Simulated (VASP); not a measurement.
# Li2Se (Fm-3m) in VASP: further runs

Li2Se is run at these levels: r2SCAN; tasks: single point, relaxation of cell and atoms.

Everything below comes from runs of VASP 6.6.1. Logs are shortened: lines on timing, memory, paths and dates and some standing lists are left out, and cuts for length are marked.

## Step 1: The cell of the first run

The structure is cubic, space group Fm-3m (No. 225). Conventional cell: a = 5.987 Å, b = 5.987 Å, c = 5.987 Å, α = 90.00°, β = 90.00°, γ = 90.00°. Within 3.4 Å of Li (site symmetry -43m) lie 4 Se at 2.59 Å and 6 Li at 2.99 Å. Se (site symmetry m-3m) has 8 Li at 2.59 Å within 3.4 Å.

## Step 2: Single point, r2SCAN

File POSCAR:

```
Li2Se
1.0
    0.0000000000      2.9934173504      2.9934173504
    2.9934173504      0.0000000000      2.9934173504
    2.9934173504      2.9934173504      0.0000000000
Li Se
2 1
Direct
    0.2500000000      0.2500000000      0.2500000000
    0.7500000000      0.7500000000      0.7500000000
    0.0000000000      0.0000000000      0.0000000000
```

File INCAR.step1:

```
  ALGO = Normal
  EDIFF = 1E-5
  ENCUT = 830
  GGA = PE
  GGA_COMPAT = False
  ISMEAR = -1
  LASPH = True
  LCHARG = False
  LREAL = False
  LWAVE = True
  NBANDS = 13
  NELM = 120
  PREC = Accurate
  SIGMA = 0.02
```

File INCAR.step2:

```
  ALGO = Normal
  EDIFF = 1E-6
  ENCUT = 830
  GGA_COMPAT = False
  ISIF = 2
  ISMEAR = -1
  ISTART = 1
  LASPH = True
  LCHARG = False
  LMIXTAU = True
  LREAL = False
  LWAVE = False
  METAGGA = R2SCAN
  NBANDS = 13
  NELM = 120
  PREC = Accurate
  SIGMA = 0.02
```

File KPOINTS:

```
k-points
0
Gamma
  7 7 7
```

Potentials or basis: VASP PAW PBE potentials, release 64 (Li_sv, Se).

On the command line:

```bash
$ cat potpaw_PBE.64/Li_sv/POTCAR potpaw_PBE.64/Se/POTCAR > POTCAR
$ cp INCAR.step1 INCAR
$ mpirun -np 1 vasp_std > vasp.out
$ cp INCAR.step2 INCAR
$ mpirun -np 1 vasp_std > vasp.out
```

OUTCAR:

```text
EDIFF = 1E-6
   ENCUT = 830
   ISIF = 2
   ISMEAR = -1
   ISTART = 1
   LASPH = True
   LREAL = False
   METAGGA = R2SCAN
   NELM = 120
   PREC = Accurate

 ion  position               nearest neighbor table
   1  0.250  0.250  0.250-   3 2.59   3 2.59   3 2.59   3 2.59
   2  0.750  0.750  0.750-   3 2.59   3 2.59   3 2.59   3 2.59
   3  0.000  0.000  0.000-   1 2.59   2 2.59   2 2.59   2 2.59   2 2.59   1 2.59   1 2.59   1 2.59

  LATTYP: Found a face centered cubic cell.
 ALAT       =     5.9868347008

  Lattice vectors:

 A1 = (   0.0000000000,   2.9934173504,   2.9934173504)
 A2 = (   2.9934173504,   0.0000000000,   2.9934173504)
 A3 = (   2.9934173504,   2.9934173504,   0.0000000000)

Analysis of symmetry for initial positions (statically):
=====================================================================
 Subroutine PRICEL returns:
 Original cell was already a primitive cell.

 Routine SETGRP: Setting up the symmetry group for a
 face centered cubic supercell.

 Subroutine GETGRP returns: Found 48 space group operations
 (whereof 48 operations were pure point group operations)
 out of a pool of 48 trial point group operations.

The static configuration has the point symmetry O_h .

Analysis of symmetry for dynamics (positions and initial velocities):
=====================================================================
 Subroutine PRICEL returns:
 Original cell was already a primitive cell.

 Routine SETGRP: Setting up the symmetry group for a
 face centered cubic supercell.

 Subroutine GETGRP returns: Found 48 space group operations
 (whereof 48 operations were pure point group operations)
 out of a pool of 48 trial point group operations.

The dynamic configuration has the point symmetry O_h .

 Subroutine INISYM returns: Found 48 space group operations
 (whereof 48 operations are pure point group operations),
 and found     1 'primitive' translations

----------------------------------------------------------------------------------------

                                     Primitive cell

  volume of cell :      53.6453

  direct lattice vectors                    reciprocal lattice vectors
     0.000000000  2.993417350  2.993417350    -0.167033174  0.167033174  0.167033174
     2.993417350  0.000000000  2.993417350     0.167033174 -0.167033174  0.167033174
     2.993417350  2.993417350  0.000000000     0.167033174  0.167033174 -0.167033174

  length of vectors
     4.233331415  4.233331415  4.233331415     0.289309943  0.289309943  0.289309943

  position of ions in fractional coordinates (direct lattice)
     0.250000000  0.250000000  0.250000000
     0.750000000  0.750000000  0.750000000
     0.000000000  0.000000000  0.000000000

  ion indices of the primitive-cell ions
   primitive index   ion index
                 1           1
                 2           2
                 3           3

----------------------------------------------------------------------------------------

 KPOINTS: k-points

Automatic generation of k-mesh.
 Grid dimensions read from file:
 generate k-points for:    7    7    7

 Generating k-lattice:

  Cartesian coordinates                     Fractional coordinates (reciprocal lattice)
    -0.023861882  0.023861882  0.023861882     0.142857143  0.000000000  0.000000000
     0.023861882 -0.023861882  0.023861882     0.000000000  0.142857143  0.000000000
     0.023861882  0.023861882 -0.023861882     0.000000000  0.000000000  0.142857143

  Length of vectors
     0.041329992  0.041329992  0.041329992

  Shift w.r.t. Gamma in fractional coordinates (k-lattice)
     0.000000000  0.000000000  0.000000000

 Subroutine IBZKPT returns following result:
 ===========================================

 Found     20 irreducible k-points:

 Following reciprocal coordinates:
            Coordinates               Weight
  0.000000  0.000000  0.000000      1.000000
  0.142857  0.000000  0.000000      8.000000
  0.285714  0.000000  0.000000      8.000000
  0.428571  0.000000  0.000000      8.000000
  0.142857  0.142857  0.000000      6.000000
  0.285714  0.142857  0.000000     24.000000
[... 12 lines left out ...]
 -0.428571  0.428571  0.142857     24.000000
 -0.285714  0.428571  0.142857     24.000000
   k-points           NKPTS =     20   k-points in BZ     NKDIM =     20   number of bands    NBANDS=     13
   number of dos      NEDOS =    301   number of ions     NIONS =      3
   total plane-waves  NPLWV =  64000
   dimension x,y,z NGX =    40 NGY =   40 NGZ =   40
   dimension x,y,z NGXF=    80 NGYF=   80 NGZF=   80
   ions per type =               2   1
   NGX,Y,Z   is equivalent  to a cutoff of  15.71, 15.71, 15.71 a.u.
   NGXF,Y,Z  is equivalent  to a cutoff of  31.42, 31.42, 31.42 a.u.
 SYSTEM =  unknown system
   PREC   = accura    normal or accurate (medium, high low for compatibility)
   ISTART =      1    job   : 0-new  1-cont  2-samecut
   ICHARG =      0    charge: 1-file 2-atom 10-const
   ISPIN  =      1    spin polarized calculation?
   LNONCOLLINEAR =      F non collinear calculations
   LSORBIT =      F    spin-orbit coupling
   LASPH  =      T    aspherical Exc in radial PAW
   ENCUT  =  830.0 eV  61.00 Ry    7.81 a.u.   9.94  9.94  9.94*2*pi/ulx,y,z
   NELM   =    120;   NELMIN=  2; NELMDL=  0     # of ELM steps
   EDIFF  = 0.1E-05   stopping-criterion for ELM
   LREAL  =      F    real-space projection
   EDIFFG = 0.1E-04   stopping-criterion for IOM
   NSW    =      0    number of steps for IOM
   IBRION =     -1    ionic relax: 0-MD 1-quasi-New 2-CG
   NFREE  =      0    steps in history (QN), initial steepest desc. (CG)
   ISIF   =      2    stress and relaxation
   ISYM   =      2    0-nonsym 1-usesym 2-fastsym
   POTIM  = 0.5000    time-step for ionic-motion
   TEBEG  =    0.0;   TEEND  =   0.0 temperature during run
   PSTRESS=    0.0 pullay stress
   NELECT =      12.0000    total number of electrons
   NUPDOWN=      -1.0000    fix difference up-down
   EMIN   =  10.00;   EMAX   =-10.00  energy-range for DOS
   EFERMI =   0.00;   METHOD = LEGACY
   ISMEAR =    -1;   SIGMA  =   0.02  broadening in eV -4-tet -1-fermi 0-gaus
   EFERMI_NEDOS =   21; number of points for ismear=-14 and -15
   IALGO  =     38    algorithm
   IMIX   =      4    mixing-type and parameters
     AMIX     =   0.40;   BMIX     =  1.00
     AMIX_MAG =   1.60;   BMIX_MAG =  1.00
  volume/ion in A,a.u.               =      17.88       120.67
  Fermi-wavevector in a.u.,A,eV,Ry     =   0.993782  1.877976 13.437161  0.987603
  Thomas-Fermi vector in A             =   2.125688
   LORBIT       =      0    0 simple, 1 ext, 2 COOP (PROOUT), +10 PAW based schemes
   METAGGA = R2SCAN    functional components
   LHFCALC =     F    Hartree Fock is set to
   AEXX    =    0.0000 exact exchange contribution
   IVDW    =     0    specifies the selected vdW correction
   LEPSILON=     F    determine dielectric tensor
   LRPA    =     F    only Hartree local field effects (RPA)
 non-spin polarized calculation
  energy-cutoff  :      830.00
  volume of cell :       53.65
 maximum number of plane-waves:      2939
   NGX = 19   NGY = 19   NGZ = 19

 number of electron      12.0000003 magnetization

 Free energy of the ion-electron system (eV)
  ---------------------------------------------------
  ext. energy  EPLUGINS =         0.00000000
  ---------------------------------------------------
  free energy    TOTEN  =       -23.43928158 eV

  energy without entropy =      -23.43928158  energy(sigma->0) =      -23.43928158

 E-fermi :   1.3006     XC(G=0):  -8.6549

 val. band max:        0.7536288716   @ k =   0.0000   0.0000   0.0000
 cond. band min:       4.3528793372   @ k =   0.4286   0.4286   0.0000
 fundamental gap:      3.5992504656
 Fermi energy:         1.3006379413

 k-point     1 :       0.0000    0.0000    0.0000
  band No.  band energies     occupation
      1     -45.3889      2.00000
      2     -45.3652      2.00000
      3     -11.0398      2.00000
      4       0.7536      2.00000
      5       0.7536      2.00000
      6       0.7536      2.00000
      7       4.9301      0.00000
      8       7.0647      0.00000
      9       7.0647      0.00000
     10       7.0647      0.00000
     11      11.9602      0.00000
     12      11.9602      0.00000
     13      12.6859      0.00000

 k-point     2 :       0.1429    0.0000    0.0000
  band No.  band energies     occupation
      1     -45.3877      2.00000
      2     -45.3663      2.00000
      3     -10.9738      2.00000
      4      -0.0271      2.00000
      5       0.6374      2.00000
      6       0.6374      2.00000
      7       5.5033      0.00000
      8       7.3615      0.00000
      9       7.3615      0.00000
     10       7.5635      0.00000
     11      10.7222      0.00000
     12      10.7222      0.00000
     13      12.8197      0.00000

 k-point     3 :       0.2857    0.0000    0.0000
  band No.  band energies     occupation
      1     -45.3842      2.00000
      2     -45.3694      2.00000
      3     -10.8157      2.00000
      4      -1.2756      2.00000
      5       0.4074      2.00000
      6       0.4074      2.00000
      7       6.2289      0.00000
      8       7.6052      0.00000
      9       7.6052      0.00000
     10       8.6521      0.00000
     11      10.7106      0.00000
     12      10.7106      0.00000
     13      13.3558      0.00000

 k-point     4 :       0.4286    0.0000    0.0000
  band No.  band energies     occupation
      1     -45.3793      2.00000
      2     -45.3740      2.00000
      3     -10.6774      2.00000
      4      -2.0614      2.00000
      5       0.2468      2.00000
      6       0.2468      2.00000
      7       6.6716      0.00000
      8       7.3949      0.00000
      9       7.3949      0.00000
     10       9.3189      0.00000
     11      12.4453      0.00000
     12      12.4453      0.00000
     13      14.2668      0.00000

 k-point     5 :       0.1429    0.1429    0.0000
  band No.  band energies     occupation
      1     -45.3873      2.00000
      2     -45.3666      2.00000
      3     -10.9521      2.00000
      4       0.1032      2.00000
      5       0.4023      2.00000
      6       0.4023      2.00000
      7       5.6542      0.00000
      8       7.1900      0.00000
      9       7.7472      0.00000
     10       7.7472      0.00000
     11       9.6523      0.00000
     12      12.2948      0.00000
     13      13.3530      0.00000
[... 193 lines left out ...]
 k-point    18 :      -0.4286    0.2857    0.1429
  band No.  band energies     occupation
      1     -45.3785      2.00000
      2     -45.3746      2.00000
      3     -10.5974      2.00000
      4      -1.7169      2.00000
      5      -0.6821      2.00000
      6      -0.2314      2.00000
      7       6.5510      0.00000
      8       7.4977      0.00000
      9       9.2987      0.00000
     10       9.7546      0.00000
     11      11.2588      0.00000
     12      12.2574      0.00000
     13      14.7880      0.00000

 k-point    19 :      -0.4286    0.4286    0.1429
  band No.  band energies     occupation
      1     -45.3793      2.00000
      2     -45.3736      2.00000
      3     -10.5568      2.00000
      4      -1.4364      2.00000
      5      -0.8291      2.00000
      6      -0.7196      2.00000
      7       5.3285      0.00000
      8       8.3803      0.00000
      9       9.1742      0.00000
     10      11.6347      0.00000
     11      11.8217      0.00000
     12      12.8916      0.00000
     13      14.5011      0.00000

 k-point    20 :      -0.2857    0.4286    0.1429
  band No.  band energies     occupation
      1     -45.3770      2.00000
      2     -45.3760      2.00000
      3     -10.5422      2.00000
      4      -1.3575      2.00000
      5      -1.1935      2.00000
      6      -0.6284      2.00000
      7       6.1462      0.00000
      8       8.1906      0.00000
      9       9.5556      0.00000
     10      10.1479      0.00000
     11      11.8818      0.00000
     12      12.1621      0.00000
     13      14.6763      0.00000

------------------------ aborting loop because EDIFF is reached ----------------------------------------

  FORCE on cell =-STRESS in cart. coord.  units (eV):
  Direction    XX          YY          ZZ          XY          YZ          ZX
  --------------------------------------------------------------------------------------
  -------------------------------------------------------------------------------------
  Total       -0.0510949     -0.0510949     -0.0510949      0.0000000     -0.0000000      0.0000000
  in kB       -1.5260063     -1.5260063     -1.5260063      0.0000000     -0.0000000      0.0000000
  external PRESSURE =      -1.5260063 kB  Pullay stress =       0.0000000 kB

 VOLUME and BASIS-vectors are now :
 -----------------------------------------------------------------------------
  energy-cutoff  :      830.00
  volume of cell :       53.65
      direct lattice vectors                 reciprocal lattice vectors
     0.000000000  2.993417350  2.993417350    -0.167033174  0.167033174  0.167033174
     2.993417350  0.000000000  2.993417350     0.167033174 -0.167033174  0.167033174
     2.993417350  2.993417350  0.000000000     0.167033174  0.167033174 -0.167033174

 POSITION                                       TOTAL-FORCE (eV/Angst)
 -----------------------------------------------------------------------------------
      1.49671      1.49671      1.49671         0.000000      0.000000      0.000000
      4.49013      4.49013      4.49013        -0.000000     -0.000000      0.000000
      0.00000      0.00000      0.00000        -0.000000      0.000000     -0.000000
 -----------------------------------------------------------------------------------
    total drift:                                0.000000     -0.000000      0.000000

  FREE ENERGIE OF THE ION-ELECTRON SYSTEM (eV)
  ---------------------------------------------------
  free  energy   TOTEN  =       -23.4392815832 eV

  energy  without entropy=      -23.4392815832  energy(sigma->0) =      -23.43928158
```

Run time: 3.1 min. Hardware: 1 thread of Intel Xeon 8259CL, shared host; peak memory 0.27 GiB.

Results:

| Quantity | Value |
| --- | --- |
| Free energy | -23.4393 eV |
| Pressure | -0.2 GPa |
| Band gap on the k mesh | 3.60 eV (least direct gap 4.18 eV) |

Caveat: the PAW data sets were made with another functional, which shifts forces and pressure a little; an odd mesh through Γ misses points on the zone boundary, where band edges can lie.

## Step 3: Single point, r2SCAN

File POSCAR:

```
Li2Se
1.0
    0.0000000000      2.9934213600      2.9934213600
    2.9934213600      0.0000000000      2.9934213600
    2.9934213600      2.9934213600      0.0000000000
Li Se
2 1
Direct
    0.2500000000      0.2500000000      0.2500000000
    0.7500000000      0.7500000000      0.7500000000
    0.0000000000      0.0000000000      0.0000000000
```

File INCAR.step1:

```
SYSTEM = Li2Se
PREC     = Accurate       ! precision mode
ENCUT    = 830            ! plane-wave cutoff, eV
ISMEAR   = -1             ! smearing method
SIGMA    = 0.02           ! smearing width, eV
LREAL    = .FALSE.        ! projectors in reciprocal space
LASPH    = .TRUE.         ! aspherical terms in the spheres
NELM     = 120            ! most SCF steps
NBANDS   = 13             ! bands
GGA      = PE             ! functional
ALGO     = Normal         ! electronic algorithm
EDIFF    = 1E-5           ! SCF threshold, eV
LWAVE    = .TRUE.         ! write WAVECAR
LCHARG   = .FALSE.        ! write CHGCAR
GGA_COMPAT= .FALSE.
```

File INCAR.step2:

```
SYSTEM = Li2Se
PREC     = Accurate       ! precision mode
ENCUT    = 830            ! plane-wave cutoff, eV
EDIFF    = 1E-6           ! SCF threshold, eV
ISMEAR   = -1             ! smearing method
SIGMA    = 0.02           ! smearing width, eV
LREAL    = .FALSE.        ! projectors in reciprocal space
LASPH    = .TRUE.         ! aspherical terms in the spheres
NELM     = 120            ! most SCF steps
ALGO     = Normal         ! electronic algorithm
ISIF     = 2              ! what is computed and relaxed
LWAVE    = .FALSE.        ! write WAVECAR
LCHARG   = .TRUE.         ! write CHGCAR
METAGGA  = R2SCAN         ! meta-GGA
LMIXTAU  = .TRUE.       
LELF     = .TRUE.         ! ELF
LVHAR    = .TRUE.       
NBANDS   = 13             ! bands
ISTART   = 1            
GGA_COMPAT= .FALSE.
```

File KPOINTS:

```
Automatic mesh
0
G
  7 7 7
  0 0 0
```

Potentials or basis: VASP PAW PBE potentials, release 64 (Li_sv, Se).

On the command line:

```bash
$ cat potpaw_PBE.64/Li_sv/POTCAR potpaw_PBE.64/Se/POTCAR > POTCAR
$ cp INCAR.step1 INCAR
$ mpirun -np 1 vasp_std > vasp.out
$ cp INCAR.step2 INCAR
$ mpirun -np 1 vasp_std > vasp.out
```

Wall time 2.5 min (1 thread of Intel Xeon 8259CL, shared host); peak memory 0.27 GiB.

The run converged. Its results:

```yaml
Free_energy: -23.4393 eV
Pressure: -0.2 GPa
Band_gap_on_the_k_mesh: 3.60 eV (least direct gap 4.18 eV)
```

Levels at points of the mesh, in eV from the valence-band top:
| k point | band 3 | band 4 | band 5 | band 6 | band 7 | band 8 | band 9 | band 10 |
| --- | --- | --- | --- | --- | --- | --- | --- | --- |
| (0.00, 0.00, 0.00) | -11.79 | 0.00 | 0.00 | 0.00 | 4.18 | 6.31 | 6.31 | 6.31 |

Caveat: the PAW data sets were made with another functional, which shifts forces and pressure a little; an odd mesh through Γ misses points on the zone boundary, where band edges can lie. r2SCAN opens gaps a little over a GGA but as a rule still falls short of measured ones.

## Step 4: Relaxation of cell and atoms, r2SCAN

This run uses another cell than the first one, of 18.05 Å³/atom.

File POSCAR:

```
Li2Se
1.0
    0.0000000000      3.0025000000      3.0025000000
    3.0025000000      0.0000000000      3.0025000000
    3.0025000000      3.0025000000      0.0000000000
Li Se
2 1
Direct
    0.2500000000      0.2500000000      0.2500000000
    0.7500000000      0.7500000000      0.7500000000
    0.0000000000      0.0000000000      0.0000000000
```

File INCAR.step1:

```
PREC = Accurate
ENCUT = 830
ISMEAR = -1
SIGMA = 0.02
LREAL = F
LASPH = T
NELM = 120
GGA = PE
ALGO = Normal
EDIFF = 1E-5
LWAVE = T
LCHARG = F
GGA_COMPAT = F
IBRION = 2
ISIF = 3
EDIFFG = -0.005
NELMIN = 4
NSW = 100
```

File INCAR.step2:

```
PREC = Accurate
ENCUT = 830
EDIFF = 1E-7
ISMEAR = -1
SIGMA = 0.02
LREAL = F
LASPH = T
NELM = 120
ALGO = Normal
ISIF = 3
LWAVE = F
LCHARG = F
METAGGA = R2SCAN
LMIXTAU = T
IBRION = 2
NSW = 70
EDIFFG = -0.005
ISTART = 1
GGA_COMPAT = F
NELMIN = 4
```

File KPOINTS:

```
Automatic mesh
0
Gamma
  7 7 7
```

On the command line:

```bash
$ cat potpaw_PBE.64/Li_sv/POTCAR potpaw_PBE.64/Se/POTCAR > POTCAR
$ cp INCAR.step1 INCAR
$ mpirun -np 1 vasp_std > vasp.out
$ cp INCAR.step2 INCAR
$ mpirun -np 1 vasp_std > vasp.out
```

Wall time 9.2 min (1 thread of Intel Xeon 8259CL, shared host); peak memory 0.27 GiB.

Results (log left out):

- Free energy: -23.4395 eV
- Relaxed volume: 17.81 Å³/atom
- Relaxed cell: a = 4.228 Å, b = 4.228 Å, c = 4.228 Å, α = 60.00°, β = 60.00°, γ = 60.00°
- Space group after relaxing (to 0.1 Å): Fm-3m (No. 225)
- Energy gained by relaxing: 0.4 meV/atom
- Ionic steps: 5
- Pressure after relaxing: 0.0 GPa
- Band gap on the k mesh: 3.60 eV (least direct gap 4.19 eV)

The path:
```csv
step,energy change (eV),largest force (eV/Å),pressure (GPa),volume (Å³)
1,0.0000,0.0000,-0.48,54.14
2,-0.0010,0.0000,-0.19,53.71
3,-0.0011,0.0000,-0.07,53.53
4,-0.0010,0.0000,0.18,53.18
5,-0.0011,0.0000,0.00,53.44
```

Final structure:
```
Li Se
1.0
     0.00000    2.98950    2.98950
     2.98950    0.00000    2.98950
     2.98950    2.98950    0.00000
Li Se
2 1
Direct
  0.25000 0.25000 0.25000
  0.75000 0.75000 0.75000
  0.00000 0.00000 0.00000
```

Levels at points of the mesh, in eV from the valence-band top:
```tsv
k point	band 2	band 3	band 4	band 5	band 6	band 7	band 8	band 9	band 10
(0.00, 0.00, 0.00)	-46.11	-11.80	0.00	0.00	0.00	4.19	6.31	6.31	6.31
```

Caveat: the PAW data sets were made with another functional, which shifts forces and pressure a little; an odd mesh through Γ misses points on the zone boundary, where band edges can lie.
